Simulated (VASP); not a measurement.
# In (P6_3/mmc) in VASP: notebook

Runs on In. Level: revPBE. Tasks: single point.

Everything below comes from runs of VASP 6.6.1. Logs are shortened: lines on timing, memory, paths and dates and some standing lists are left out, and cuts for length are marked.

### 1 The cell of the first run

The structure is hexagonal, space group P6_3/mmc (No. 194). Conventional cell: a = 3.441 Å, b = 3.441 Å, c = 5.586 Å, α = 90.00°, β = 90.00°, γ = 120.00°. In (site symmetry -6m2) has 12 In at 3.43 to 3.44 Å within 4.5 Å.

This isn't the form of In at room conditions, which is tetragonal.

### 2 Single point, revPBE

INCAR reads:

```
SYSTEM = In
PREC = Accurate ; ENCUT = 520
EDIFF = 1E-7 ; ISMEAR = -1
SIGMA = 0.1 ; LREAL = .FALSE.
LASPH = .TRUE. ; NELM = 80
ALGO = Normal ; ISIF = 2
LWAVE = .FALSE. ; LCHARG = .TRUE.
GGA = RE ; LELF = .TRUE.
LVHAR = .TRUE. ; NBANDS = 20
```

KPOINTS reads:

```
Automatic mesh
0
G
  11 11 6
  0 0 0
```

POSCAR reads:

```
In
1.0
    3.4413944014      0.0000000000      0.0000000000
   -1.7206972007      2.9803349761      0.0000000000
    0.0000000000      0.0000000000      5.5858133161
In
2
Direct
    0.3333333333      0.6666666667      0.2500000000
    0.6666666667      0.3333333333      0.7500000000
```

Potentials or basis: VASP PAW PBE potentials, release 64 (In_d).

On the command line:

```console
> cat potpaw_PBE.64/In_d/POTCAR > POTCAR
> mpirun -np 1 vasp_std > vasp.out
```

OUTCAR:

```text
SYSTEM = In
   PREC = Accurate
   ENCUT = 520
   EDIFF = 1E-7
   ISMEAR = -1
   LREAL = .FALSE.
   LASPH = .TRUE.
   NELM = 80
   ISIF = 2
   GGA = RE

 ion  position               nearest neighbor table
   1  0.333  0.667  0.250-   2 3.43   2 3.43   2 3.43   2 3.43   2 3.43   2 3.43
   2  0.667  0.333  0.750-   1 3.43   1 3.43   1 3.43   1 3.43   1 3.43   1 3.43

  LATTYP: Found a hexagonal cell.
 ALAT       =     3.4413944014
 C/A-ratio  =     1.6231250082

  Lattice vectors:

 A1 = (   3.4413944014,   0.0000000000,   0.0000000000)
 A2 = (  -1.7206972007,   2.9803349761,   0.0000000000)
 A3 = (   0.0000000000,   0.0000000000,   5.5858133161)

Analysis of symmetry for initial positions (statically):
=====================================================================
 Subroutine PRICEL returns:
 Original cell was already a primitive cell.

 Routine SETGRP: Setting up the symmetry group for a
 hexagonal supercell.

 Subroutine GETGRP returns: Found 24 space group operations
 (whereof 12 operations were pure point group operations)
 out of a pool of 24 trial point group operations.

The static configuration has the point symmetry D_3d.
 The point group associated with its full space group is D_6h.

Analysis of symmetry for dynamics (positions and initial velocities):
=====================================================================
 Subroutine PRICEL returns:
 Original cell was already a primitive cell.

 Routine SETGRP: Setting up the symmetry group for a
 hexagonal supercell.

 Subroutine GETGRP returns: Found 24 space group operations
 (whereof 12 operations were pure point group operations)
 out of a pool of 24 trial point group operations.

The dynamic configuration has the point symmetry D_3d.
 The point group associated with its full space group is D_6h.

 Subroutine INISYM returns: Found 24 space group operations
 (whereof 12 operations are pure point group operations),
 and found     1 'primitive' translations

----------------------------------------------------------------------------------------

                                     Primitive cell

  volume of cell :      57.2909

  direct lattice vectors                    reciprocal lattice vectors
     3.441394401  0.000000000  0.000000000     0.290579888  0.167766377  0.000000000
    -1.720697201  2.980334976  0.000000000     0.000000000  0.335532753  0.000000000
     0.000000000  0.000000000  5.585813316     0.000000000  0.000000000  0.179024959

  length of vectors
     3.441394401  3.441394401  5.585813316     0.335532753  0.335532753  0.179024959

  position of ions in fractional coordinates (direct lattice)
     0.333333333  0.666666667  0.250000000
     0.666666667  0.333333333  0.750000000

  ion indices of the primitive-cell ions
   primitive index   ion index
                 1           1
                 2           2

----------------------------------------------------------------------------------------

 KPOINTS: Automatic mesh

Automatic generation of k-mesh.
 Grid dimensions read from file:
 generate k-points for:   11   11    6

 Generating k-lattice:

  Cartesian coordinates                     Fractional coordinates (reciprocal lattice)
     0.026416353  0.015251489  0.000000000     0.090909091 -0.000000000  0.000000000
     0.000000000  0.030502978  0.000000000     0.000000000  0.090909091  0.000000000
     0.000000000  0.000000000  0.029837493     0.000000000  0.000000000  0.166666667

  Length of vectors
     0.030502978  0.030502978  0.029837493

  Shift w.r.t. Gamma in fractional coordinates (k-lattice)
     0.000000000  0.000000000  0.000000000

 Subroutine IBZKPT returns following result:
 ===========================================

 Found     64 irreducible k-points:

 Following reciprocal coordinates:
            Coordinates               Weight
  0.000000  0.000000  0.000000      1.000000
  0.090909  0.000000  0.000000      6.000000
  0.181818  0.000000  0.000000      6.000000
  0.272727  0.000000  0.000000      6.000000
  0.363636  0.000000  0.000000      6.000000
  0.454545  0.000000  0.000000      6.000000
[... 16 lines left out ...]
  0.090909  0.090909  0.166667     12.000000
  0.181818  0.090909  0.166667     24.000000
 [... further k-points ...]
   k-points           NKPTS =     64   k-points in BZ     NKDIM =     64   number of bands    NBANDS=     20
   number of dos      NEDOS =    301   number of ions     NIONS =      2
   total plane-waves  NPLWV =  32928
   dimension x,y,z NGX =    28 NGY =   28 NGZ =   42
   dimension x,y,z NGXF=    56 NGYF=   56 NGZF=   84
   ions per type =               2
   NGX,Y,Z   is equivalent  to a cutoff of  13.53, 13.53, 12.50 a.u.
   NGXF,Y,Z  is equivalent  to a cutoff of  27.05, 27.05, 25.00 a.u.
 SYSTEM =  In
   PREC   = accura    normal or accurate (medium, high low for compatibility)
   ISTART =      0    job   : 0-new  1-cont  2-samecut
   ICHARG =      2    charge: 1-file 2-atom 10-const
   ISPIN  =      1    spin polarized calculation?
   LNONCOLLINEAR =      F non collinear calculations
   LSORBIT =      F    spin-orbit coupling
   LASPH  =      T    aspherical Exc in radial PAW
   ENCUT  =  520.0 eV  38.22 Ry    6.18 a.u.   6.40  6.40 10.39*2*pi/ulx,y,z
   NELM   =     80;   NELMIN=  2; NELMDL= -5     # of ELM steps
   EDIFF  = 0.1E-06   stopping-criterion for ELM
   LREAL  =      F    real-space projection
   EDIFFG = 0.1E-05   stopping-criterion for IOM
   NSW    =      0    number of steps for IOM
   IBRION =     -1    ionic relax: 0-MD 1-quasi-New 2-CG
   NFREE  =      0    steps in history (QN), initial steepest desc. (CG)
   ISIF   =      2    stress and relaxation
   ISYM   =      2    0-nonsym 1-usesym 2-fastsym
   POTIM  = 0.5000    time-step for ionic-motion
   TEBEG  =    0.0;   TEEND  =   0.0 temperature during run
   PSTRESS=    0.0 pullay stress
   NELECT =      26.0000    total number of electrons
   NUPDOWN=      -1.0000    fix difference up-down
   EMIN   =  10.00;   EMAX   =-10.00  energy-range for DOS
   EFERMI =   0.00;   METHOD = LEGACY
   ISMEAR =    -1;   SIGMA  =   0.10  broadening in eV -4-tet -1-fermi 0-gaus
   EFERMI_NEDOS =   21; number of points for ismear=-14 and -15
   IALGO  =     38    algorithm
   IMIX   =      4    mixing-type and parameters
     AMIX     =   0.40;   BMIX     =  1.00
     AMIX_MAG =   1.60;   BMIX_MAG =  1.00
  volume/ion in A,a.u.               =      28.65       193.31
  Fermi-wavevector in a.u.,A,eV,Ry     =   1.258068  2.377403 21.534403  1.582734
  Thomas-Fermi vector in A             =   2.391695
   LORBIT       =      0    0 simple, 1 ext, 2 COOP (PROOUT), +10 PAW based schemes
   GGA     = RE    functional components
   LHFCALC =     F    Hartree Fock is set to
   AEXX    =    0.0000 exact exchange contribution
   IVDW    =     0    specifies the selected vdW correction
   LEPSILON=     F    determine dielectric tensor
   LRPA    =     F    only Hartree local field effects (RPA)
 non-spin polarized calculation
  energy-cutoff  :      520.00
  volume of cell :       57.29
 maximum number of plane-waves:      1558
 NGX is ok and might be reduce to    28
   NGX = 13   NGY = 13   NGZ = 21

 number of electron      26.0000006 magnetization

 Free energy of the ion-electron system (eV)
  ---------------------------------------------------
  ext. energy  EPLUGINS =         0.00000000
  ---------------------------------------------------
  free energy    TOTEN  =        -4.53818374 eV

  energy without entropy =       -4.50753053  energy(sigma->0) =       -4.52285713

 E-fermi :   6.6387     XC(G=0):  -9.7590

 val. band max:        6.6375742536   @ k =   0.2727   0.1818   0.0000
 cond. band min:       6.6609642092   @ k =   0.3636   0.0909   0.3333
 fundamental gap:      0.0233899556
 Fermi energy:         6.6386894067

 k-point     1 :       0.0000    0.0000    0.0000
  band No.  band energies     occupation
      1      -7.9955      2.00000
      2      -7.9526      2.00000
      3      -7.9332      2.00000
      4      -7.9332      2.00000
      5      -7.9111      2.00000
      6      -7.9111      2.00000
[... 12 lines left out ...]
     19      17.1491      0.00000
     20      17.3228      0.00000

 k-point     2 :       0.0909    0.0000    0.0000
  band No.  band energies     occupation
      1      -7.9906      2.00000
      2      -7.9588      2.00000
      3      -7.9199      2.00000
      4      -7.9153      2.00000
      5      -7.9077      2.00000
      6      -7.8941      2.00000
[... 12 lines left out ...]
     19      17.1928      0.00000
     20      18.0805      0.00000

 k-point     3 :       0.1818    0.0000    0.0000
  band No.  band energies     occupation
      1      -8.0100      2.00000
      2      -7.9431      2.00000
      3      -7.9155      2.00000
      4      -7.9071      2.00000
      5      -7.8962      2.00000
      6      -7.8685      2.00000
[... 12 lines left out ...]
     19      16.2999      0.00000
     20      17.8978      0.00000

 k-point     4 :       0.2727    0.0000    0.0000
  band No.  band energies     occupation
      1      -8.0460      2.00000
      2      -7.9472      2.00000
      3      -7.9428      2.00000
      4      -7.9180      2.00000
      5      -7.8894      2.00000
      6      -7.8097      2.00000
[... 12 lines left out ...]
     19      15.5312      0.00000
     20      17.3076      0.00000

 k-point     5 :       0.3636    0.0000    0.0000
  band No.  band energies     occupation
      1      -8.0786      2.00000
      2      -7.9879      2.00000
      3      -7.9568      2.00000
      4      -7.9367      2.00000
      5      -7.8548      2.00000
      6      -7.8269      2.00000
[... 12 lines left out ...]
     19      14.8730      0.00000
     20      16.7587      0.00000
[... 353 lines left out ...]
      6      -7.8250      2.00000
[... 12 lines left out ...]
     19      14.3061      0.00000
     20      16.1660      0.00000

 k-point    22 :       0.4545    0.0000    0.1667
  band No.  band energies     occupation
      1      -8.0883      2.00000
      2      -8.0253      2.00000
      3      -7.9700      2.00000
      4      -7.9316      2.00000
      5      -7.8806      2.00000
      6      -7.8081      2.00000
[... 12 lines left out ...]
     19      13.9628      0.00000
     20      15.9134      0.00000

 k-point    23 :       0.0909    0.0909    0.1667
  band No.  band energies     occupation
      1      -7.9851      2.00000
      2      -7.9665      2.00000
      3      -7.9342      2.00000
      4      -7.9083      2.00000
      5      -7.9009      2.00000
      6      -7.8770      2.00000
[... 12 lines left out ...]
     19      16.6170      0.00000
     20      17.2940      0.00000

 k-point    24 :       0.1818    0.0909    0.1667
  band No.  band energies     occupation
      1      -8.0078      2.00000
      2      -7.9597      2.00000
      3      -7.9424      2.00000
      4      -7.9080      2.00000
      5      -7.8952      2.00000
      6      -7.8463      2.00000
[... 12 lines left out ...]
     19      16.1944      0.00000
     20      17.0919      0.00000

 [... further k-points ...]

------------------------ aborting loop because EDIFF is reached ----------------------------------------

  FORCE on cell =-STRESS in cart. coord.  units (eV):
  Direction    XX          YY          ZZ          XY          YZ          ZX
  --------------------------------------------------------------------------------------
  -------------------------------------------------------------------------------------
  Total       -0.0150904     -0.0150904     -0.0225076      0.0000000     -0.0000000      0.0000000
  in kB       -0.4220131     -0.4220131     -0.6294385      0.0000000     -0.0000000      0.0000000
  external PRESSURE =      -0.4911549 kB  Pullay stress =       0.0000000 kB

 VOLUME and BASIS-vectors are now :
 -----------------------------------------------------------------------------
  energy-cutoff  :      520.00
  volume of cell :       57.29
      direct lattice vectors                 reciprocal lattice vectors
     3.441394401  0.000000000  0.000000000     0.290579888  0.167766377  0.000000000
    -1.720697201  2.980334976  0.000000000     0.000000000  0.335532753  0.000000000
     0.000000000  0.000000000  5.585813316     0.000000000  0.000000000  0.179024959

 POSITION                                       TOTAL-FORCE (eV/Angst)
 -----------------------------------------------------------------------------------
     -0.00000      1.98689      1.39645         0.000000      0.000000      0.000000
      1.72070      0.99344      4.18936        -0.000000     -0.000000      0.000000
 -----------------------------------------------------------------------------------
    total drift:                               -0.000000      0.000000     -0.000000

  FREE ENERGIE OF THE ION-ELECTRON SYSTEM (eV)
  ---------------------------------------------------
  free  energy   TOTEN  =        -4.5381837379 eV

  energy  without entropy=       -4.5075305276  energy(sigma->0) =       -4.52285713
```

It took 78 s on 1 thread of Intel Xeon 8259CL, shared host; peak memory 0.21 GiB.

Results:

* Free energy: -4.5382 eV
* Pressure: 0.0 GPa
* Band gap on the k mesh: zero (bands 13 and 14 overlap by 5.65 eV)

Levels at points of the mesh, in eV from the Fermi level:
| k point | band 9 | band 10 | band 11 | band 12 | band 13 | band 14 | band 15 | band 16 | band 17 | band 18 |
| --- | --- | --- | --- | --- | --- | --- | --- | --- | --- | --- |
| (0.00, 0.00, 0.00) | -14.35 | -14.35 | -8.94 | -4.19 | -2.99 | 7.68 | 7.68 | 9.42 | 9.42 | 10.07 |
| (0.00, 0.00, 0.50) | -14.41 | -14.41 | -7.64 | -7.64 | 2.99 | 2.99 | 8.64 | 8.64 | 8.64 | 8.64 |

Caveat: the PAW data sets were made with another functional, which shifts forces and pressure a little; spin-orbit coupling is left out, which moves the levels of the heavy elements.

### 3 Single point, revPBE (25.21 Å³/atom)

This run uses another cell than the first one, of 25.21 Å³/atom.

INCAR reads:

```
PREC = Accurate ; ENCUT = 520
EDIFF = 1E-6 ; ISMEAR = -1
SIGMA = 0.1 ; LREAL = F
LASPH = T ; NELM = 80
ALGO = Normal ; ISIF = 2
LWAVE = F ; LCHARG = F
GGA = RE ; NBANDS = 20
```

KPOINTS reads:

```
regular mesh
0
Gamma
  12 12 7
```

POSCAR reads:

```
In
1.0
    3.2978330942      0.0000000000      0.0000000000
   -1.6489165471      2.8560072370      0.0000000000
    0.0000000000      0.0000000000      5.3527953681
In
2
Direct
    0.3333333333      0.6666666667      0.2500000000
    0.6666666667      0.3333333333      0.7500000000
```

Potentials or basis: VASP PAW PBE potentials, release 64 (In_d).

On the command line:

```console
> cat potpaw_PBE.64/In_d/POTCAR > POTCAR
> mpirun -np 1 vasp_std > vasp.out
```

It took 80 s on 1 thread of Intel Xeon 8259CL, shared host; peak memory 0.21 GiB.

The run converged. Its results:

* Free energy: -4.4265 eV
* Pressure: 5.3 GPa
* Band gap on the k mesh: zero (bands 13 and 14 overlap by 5.23 eV)

Stress tensor (GPa, compression positive):
```
5.54 0.00 0.00
0.00 5.54 0.00
0.00 0.00 4.91
```

Levels at points of the mesh, in eV from the Fermi level:
```
           k point  band 9  band 10  band 11  band 12  band 13  band 14  band 15  band 16  band 17  band 18
(0.00, 0.00, 0.00)  -14.41   -14.41    -9.83    -4.28    -3.56     8.52     8.52    10.42    10.42    10.82
(0.50, 0.00, 0.00)  -14.38   -14.37    -5.01    -4.35     0.38     0.46     0.86     2.94     4.04     7.55
```

Caveat: the cell stands under pressure; the PAW data sets were made with another functional, which shifts forces and pressure a little; spin-orbit coupling is left out, which moves the levels of the heavy elements.
